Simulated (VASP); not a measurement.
# CuO2 (Pmmm) in VASP: single point with LDA

Aim: the single point of CuO2 with LDA.

Everything below comes from runs of VASP 6.6.1. Logs are shortened: lines on timing, memory, paths and dates and some standing lists are left out, and cuts for length are marked.

## 1. The cell of the first run

It takes space group Pmmm (No. 47, orthorhombic). The conventional cell has a = 2.421 Å, b = 6.446 Å, c = 7.067 Å, α = 90.00°, β = 90.00°, γ = 90.00°. Within 3.2 Å of Cu (site symmetry mmm) lie 2 Cu at 2.42 Å and 2 O at 2.91 Å. Within 1.7 Å of O (site symmetry mm2) lie 1 O at 1.24 Å.

## 2. Single point, LDA

The input, INCAR:

```
SYSTEM = CuO2
PREC = Accurate
ENCUT = 600
EDIFF = 1E-6
ISMEAR = -1
SIGMA = 0.1
LREAL = .FALSE.
LASPH = .TRUE.
NELM = 120
ALGO = Normal
ISIF = 2
LWAVE = .FALSE.
LCHARG = .FALSE.
GGA = CA
NBANDS = 18
GGA_COMPAT = .FALSE.
```

The input, KPOINTS:

```
Automatic mesh
0
G
  14 5 5
  0 0 0
```

The input, POSCAR:

```
CuO2
1.0
    2.4212910000      0.0000000000      0.0000000000
    0.0000000000      6.4459520000      0.0000000000
    0.0000000000      0.0000000000      7.0670430000
Cu O
1 2
Direct
    0.0000000000      0.5000000000      0.0000000000
    0.0000000000      0.5000000000      0.4124350000
    0.0000000000      0.5000000000      0.5875650000
```

Potentials or basis: VASP PAW LDA potentials, release 64 (Cu, O).

Started as:

```bash
cat potpaw_LDA.64/Cu/POTCAR potpaw_LDA.64/O/POTCAR > POTCAR
mpirun -np 1 vasp_std > vasp.out
```

OUTCAR:

```text
SYSTEM = CuO2
   PREC = Accurate
   ENCUT = 600
   EDIFF = 1E-6
   ISMEAR = -1
   LREAL = .FALSE.
   LASPH = .TRUE.
   NELM = 120
   ISIF = 2
   GGA = CA

 ion  position               nearest neighbor table
   1  0.000  0.500  0.000-
   2  0.000  0.500  0.412-   3 1.24
   3  0.000  0.500  0.588-   2 1.24

  LATTYP: Found a simple orthorhombic cell.
 ALAT       =     2.4212910000
 B/A-ratio  =     2.6621963242
 C/A-ratio  =     2.9187086558

  Lattice vectors:

 A1 = (   2.4212910000,   0.0000000000,   0.0000000000)
 A2 = (   0.0000000000,   6.4459520000,   0.0000000000)
 A3 = (   0.0000000000,   0.0000000000,   7.0670430000)

Analysis of symmetry for initial positions (statically):
=====================================================================
 Subroutine PRICEL returns:
 Original cell was already a primitive cell.

 Routine SETGRP: Setting up the symmetry group for a
 simple orthorhombic supercell.

 Subroutine GETGRP returns: Found  8 space group operations
 (whereof  8 operations were pure point group operations)
 out of a pool of  8 trial point group operations.

The static configuration has the point symmetry D_2h.

Analysis of symmetry for dynamics (positions and initial velocities):
=====================================================================
 Subroutine PRICEL returns:
 Original cell was already a primitive cell.

 Routine SETGRP: Setting up the symmetry group for a
 simple orthorhombic supercell.

 Subroutine GETGRP returns: Found  8 space group operations
 (whereof  8 operations were pure point group operations)
 out of a pool of  8 trial point group operations.

The dynamic configuration has the point symmetry D_2h.

 Subroutine INISYM returns: Found  8 space group operations
 (whereof  8 operations are pure point group operations),
 and found     1 'primitive' translations

----------------------------------------------------------------------------------------

                                     Primitive cell

  volume of cell :     110.2991

  direct lattice vectors                    reciprocal lattice vectors
     2.421291000  0.000000000  0.000000000     0.413002815  0.000000000  0.000000000
     0.000000000  6.445952000  0.000000000     0.000000000  0.155136123  0.000000000
     0.000000000  0.000000000  7.067043000     0.000000000  0.000000000  0.141501898

  length of vectors
     2.421291000  6.445952000  7.067043000     0.413002815  0.155136123  0.141501898

  position of ions in fractional coordinates (direct lattice)
     0.000000000  0.500000000  0.000000000
     0.000000000  0.500000000  0.412435000
     0.000000000  0.500000000  0.587565000

  ion indices of the primitive-cell ions
   primitive index   ion index
                 1           1
                 2           2
                 3           3

----------------------------------------------------------------------------------------

 KPOINTS: Automatic mesh

Automatic generation of k-mesh.
 Grid dimensions read from file:
 generate k-points for:   14    5    5

 Generating k-lattice:

  Cartesian coordinates                     Fractional coordinates (reciprocal lattice)
     0.029500201  0.000000000  0.000000000     0.071428571  0.000000000  0.000000000
     0.000000000  0.031027225  0.000000000     0.000000000  0.200000000  0.000000000
     0.000000000  0.000000000  0.028300380     0.000000000  0.000000000  0.200000000

  Length of vectors
     0.029500201  0.031027225  0.028300380

  Shift w.r.t. Gamma in fractional coordinates (k-lattice)
     0.000000000  0.000000000  0.000000000

 Subroutine IBZKPT returns following result:
 ===========================================

 Found     72 irreducible k-points:

 Following reciprocal coordinates:
            Coordinates               Weight
  0.000000  0.000000  0.000000      1.000000
  0.071429  0.000000  0.000000      2.000000
  0.142857  0.000000  0.000000      2.000000
  0.214286  0.000000  0.000000      2.000000
  0.285714  0.000000  0.000000      2.000000
  0.357143  0.000000  0.000000      2.000000
[... 16 lines left out ...]
  0.428571  0.400000  0.000000      4.000000
  0.500000  0.400000  0.000000      2.000000
 [... further k-points ...]
   k-points           NKPTS =     72   k-points in BZ     NKDIM =     72   number of bands    NBANDS=     18
   number of dos      NEDOS =    301   number of ions     NIONS =      3
   total plane-waves  NPLWV =  60480
   dimension x,y,z NGX =    20 NGY =   54 NGZ =   56
   dimension x,y,z NGXF=    40 NGYF=  108 NGZF=  112
   ions per type =               1   2
   NGX,Y,Z   is equivalent  to a cutoff of  13.73, 13.93, 13.17 a.u.
   NGXF,Y,Z  is equivalent  to a cutoff of  27.46, 27.85, 26.35 a.u.
 SYSTEM =  CuO2
   PREC   = accura    normal or accurate (medium, high low for compatibility)
   ISTART =      0    job   : 0-new  1-cont  2-samecut
   ICHARG =      2    charge: 1-file 2-atom 10-const
   ISPIN  =      1    spin polarized calculation?
   LNONCOLLINEAR =      F non collinear calculations
   LSORBIT =      F    spin-orbit coupling
   LASPH  =      T    aspherical Exc in radial PAW
   ENCUT  =  600.0 eV  44.10 Ry    6.64 a.u.   4.84 12.87 14.11*2*pi/ulx,y,z
   NELM   =    120;   NELMIN=  2; NELMDL= -5     # of ELM steps
   EDIFF  = 0.1E-05   stopping-criterion for ELM
   LREAL  =      F    real-space projection
   EDIFFG = 0.1E-04   stopping-criterion for IOM
   NSW    =      0    number of steps for IOM
   IBRION =     -1    ionic relax: 0-MD 1-quasi-New 2-CG
   NFREE  =      0    steps in history (QN), initial steepest desc. (CG)
   ISIF   =      2    stress and relaxation
   ISYM   =      2    0-nonsym 1-usesym 2-fastsym
   POTIM  = 0.5000    time-step for ionic-motion
   TEBEG  =    0.0;   TEEND  =   0.0 temperature during run
   PSTRESS=    0.0 pullay stress
   NELECT =      23.0000    total number of electrons
   NUPDOWN=      -1.0000    fix difference up-down
   EMIN   =  10.00;   EMAX   =-10.00  energy-range for DOS
   EFERMI =   0.00;   METHOD = LEGACY
   ISMEAR =    -1;   SIGMA  =   0.10  broadening in eV -4-tet -1-fermi 0-gaus
   EFERMI_NEDOS =   21; number of points for ismear=-14 and -15
   IALGO  =     38    algorithm
   IMIX   =      4    mixing-type and parameters
     AMIX     =   0.40;   BMIX     =  1.00
     AMIX_MAG =   1.60;   BMIX_MAG =  1.00
  volume/ion in A,a.u.               =      36.77       248.11
  Fermi-wavevector in a.u.,A,eV,Ry     =   0.970793  1.834534 12.822674  0.942440
  Thomas-Fermi vector in A             =   2.100958
   LORBIT       =      0    0 simple, 1 ext, 2 COOP (PROOUT), +10 PAW based schemes
   GGA     = CA    functional components
   LHFCALC =     F    Hartree Fock is set to
   AEXX    =    0.0000 exact exchange contribution
   IVDW    =     0    specifies the selected vdW correction
   LEPSILON=     F    determine dielectric tensor
   LRPA    =     F    only Hartree local field effects (RPA)
 non-spin polarized calculation
  energy-cutoff  :      600.00
  volume of cell :      110.30
 maximum number of plane-waves:      3700
 NGX is ok and might be reduce to    20
   NGX =  9   NGY = 25   NGZ = 29

 number of electron      22.9999987 magnetization

 Free energy of the ion-electron system (eV)
  ---------------------------------------------------
  ext. energy  EPLUGINS =         0.00000000
  ---------------------------------------------------
  free energy    TOTEN  =       -12.73011270 eV

  energy without entropy =      -12.60969878  energy(sigma->0) =      -12.66990574

 E-fermi :  -3.2421     XC(G=0):  -5.3804

 val. band max:       -3.3005349982   @ k =   0.2143   0.4000   0.0000
 cond. band min:      -3.2389136021   @ k =   0.2857   0.4000   0.4000
 fundamental gap:      0.0616213962
 Fermi energy:        -3.2421139190

 k-point     1 :       0.0000    0.0000    0.0000
  band No.  band energies     occupation
      1     -29.3489      2.00000
      2     -17.3792      2.00000
      3     -10.9124      2.00000
      4     -10.1598      2.00000
      5      -7.8146      2.00000
      6      -6.1101      2.00000
[... 10 lines left out ...]
     17       4.5630      0.00000
     18       5.3698      0.00000

 k-point     2 :       0.0714    0.0000    0.0000
  band No.  band energies     occupation
      1     -29.3173      2.00000
      2     -17.3354      2.00000
      3     -10.8918      2.00000
      4     -10.1222      2.00000
      5      -8.0057      2.00000
      6      -5.9655      2.00000
[... 10 lines left out ...]
     17       4.6926      0.00000
     18       5.4838      0.00000

 k-point     3 :       0.1429    0.0000    0.0000
  band No.  band energies     occupation
      1     -29.2276      2.00000
      2     -17.2096      2.00000
      3     -10.8405      2.00000
      4     -10.0155      2.00000
      5      -8.5115      2.00000
      6      -5.5460      2.00000
[... 10 lines left out ...]
     17       5.0771      0.00000
     18       5.8088      0.00000

 k-point     4 :       0.2143    0.0000    0.0000
  band No.  band energies     occupation
      1     -29.0944      2.00000
      2     -17.0198      2.00000
      3     -10.7980      2.00000
      4      -9.8572      2.00000
      5      -9.1606      2.00000
      6      -4.9130      2.00000
[... 10 lines left out ...]
     17       5.7073      0.00000
     18       6.2804      0.00000

 k-point     5 :       0.2857    0.0000    0.0000
  band No.  band energies     occupation
      1     -28.9412      2.00000
      2     -16.7961      2.00000
      3     -10.8632      2.00000
      4      -9.7135      2.00000
      5      -9.6752      2.00000
      6      -4.4060      1.99998
[... 10 lines left out ...]
     17       6.5618      0.00000
     18       6.7749      0.00000

 k-point     6 :       0.3571    0.0000    0.0000
  band No.  band energies     occupation
      1     -28.7979      2.00000
      2     -16.5810      2.00000
      3     -11.1372      2.00000
      4      -9.9578      2.00000
      5      -9.5050      2.00000
      6      -4.6916      2.00000
[... 10 lines left out ...]
     17       6.4649      0.00000
     18       7.2168      0.00000

 k-point     7 :       0.4286    0.0000    0.0000
  band No.  band energies     occupation
      1     -28.6957      2.00000
      2     -16.4234      2.00000
      3     -11.4390      2.00000
      4      -9.9971      2.00000
      5      -9.3835      2.00000
      6      -4.9317      2.00000
[... 10 lines left out ...]
     17       6.7471      0.00000
     18       7.7276      0.00000

 k-point     8 :       0.5000    0.0000    0.0000
  band No.  band energies     occupation
      1     -28.6585      2.00000
      2     -16.3652      2.00000
      3     -11.5589      2.00000
      4      -9.9958      2.00000
      5      -9.3393      2.00000
      6      -5.0317      2.00000
[... 10 lines left out ...]
     17       7.8145      0.00000
     18       8.2043      0.00000
[... 229 lines left out ...]
     17       4.8847      0.00000
     18       5.2430      0.00000

 k-point    20 :       0.2143    0.4000    0.0000
  band No.  band energies     occupation
      1     -29.0944      2.00000
      2     -17.0197      2.00000
      3     -10.7975      2.00000
      4      -9.8591      2.00000
      5      -9.1605      2.00000
      6      -4.9100      2.00000
[... 10 lines left out ...]
     17       5.4713      0.00000
     18       5.8533      0.00000

 k-point    21 :       0.2857    0.4000    0.0000
  band No.  band energies     occupation
      1     -28.9413      2.00000
      2     -16.7961      2.00000
      3     -10.8629      2.00000
      4      -9.7136      2.00000
      5      -9.6766      2.00000
      6      -4.4056      1.99998
[... 10 lines left out ...]
     17       6.2919      0.00000
     18       6.6628      0.00000

 k-point    22 :       0.3571    0.4000    0.0000
  band No.  band energies     occupation
      1     -28.7980      2.00000
      2     -16.5810      2.00000
      3     -11.1370      2.00000
      4      -9.9578      2.00000
      5      -9.5059      2.00000
      6      -4.6913      2.00000
[... 10 lines left out ...]
     17       6.6140      0.00000
     18       7.2889      0.00000

 k-point    23 :       0.4286    0.4000    0.0000
  band No.  band energies     occupation
      1     -28.6957      2.00000
      2     -16.4234      2.00000
      3     -11.4388      2.00000
      4      -9.9970      2.00000
      5      -9.3841      2.00000
      6      -4.9315      2.00000
[... 10 lines left out ...]
     17       7.4681      0.00000
     18       7.9374      0.00000

 k-point    24 :       0.5000    0.4000    0.0000
  band No.  band energies     occupation
      1     -28.6585      2.00000
      2     -16.3652      2.00000
      3     -11.5589      2.00000
      4      -9.9957      2.00000
      5      -9.3399      2.00000
      6      -5.0314      2.00000
[... 10 lines left out ...]
     17       6.7872      0.00000
     18       8.7294      0.00000

 [... further k-points ...]

------------------------ aborting loop because EDIFF is reached ----------------------------------------

  FORCE on cell =-STRESS in cart. coord.  units (eV):
  Direction    XX          YY          ZZ          XY          YZ          ZX
  --------------------------------------------------------------------------------------
  -------------------------------------------------------------------------------------
  Total       -3.8490063     -0.0724164     -1.6189521      0.0000000      0.0000000      0.0000000
  in kB      -55.9097324     -1.0519028    -23.5165062      0.0000000      0.0000000      0.0000000
  external PRESSURE =     -26.8260471 kB  Pullay stress =       0.0000000 kB

 VOLUME and BASIS-vectors are now :
 -----------------------------------------------------------------------------
  energy-cutoff  :      600.00
  volume of cell :      110.30
      direct lattice vectors                 reciprocal lattice vectors
     2.421291000  0.000000000  0.000000000     0.413002815  0.000000000  0.000000000
     0.000000000  6.445952000  0.000000000     0.000000000  0.155136123  0.000000000
     0.000000000  0.000000000  7.067043000     0.000000000  0.000000000  0.141501898

 POSITION                                       TOTAL-FORCE (eV/Angst)
 -----------------------------------------------------------------------------------
      0.00000      3.22298      0.00000         0.000000      0.000000      0.000000
      0.00000      3.22298      2.91470         0.000000      0.000000      0.423801
      0.00000      3.22298      4.15235         0.000000      0.000000     -0.423801
 -----------------------------------------------------------------------------------
    total drift:                               -0.000000      0.000000      0.000000

  FREE ENERGIE OF THE ION-ELECTRON SYSTEM (eV)
  ---------------------------------------------------
  free  energy   TOTEN  =       -12.7301126979 eV

  energy  without entropy=      -12.6096987768  energy(sigma->0) =      -12.66990574
```

It took 6.9 min on 1 thread of AMD EPYC 7R13, shared host; peak memory 0.27 GiB.

What came out:

```
Free energy            : -12.7301 eV
Pressure               : -2.7 GPa
Largest force          : 0.424 eV/Å
Band gap on the k mesh : zero (an odd number of electrons rules out a gap without spin polarisation)
```

Forces on the atoms (eV/Å):
```
Cu   0.000  0.000  0.000
O    0.000  0.000  0.424
O    0.000  0.000 -0.424
```

Caveat: the standard files for N, O and F lose accuracy on very short bonds; an odd number of electrons without spin polarisation forces a metal; a magnetic or distorted state may lie lower; semilocal functionals often make such compounds metallic where correlation or magnetic order opens a gap, which also shifts bond lengths. With open d or f shells a metallic result of LDA can be an artefact of self-interaction; +U or a hybrid may open a gap.
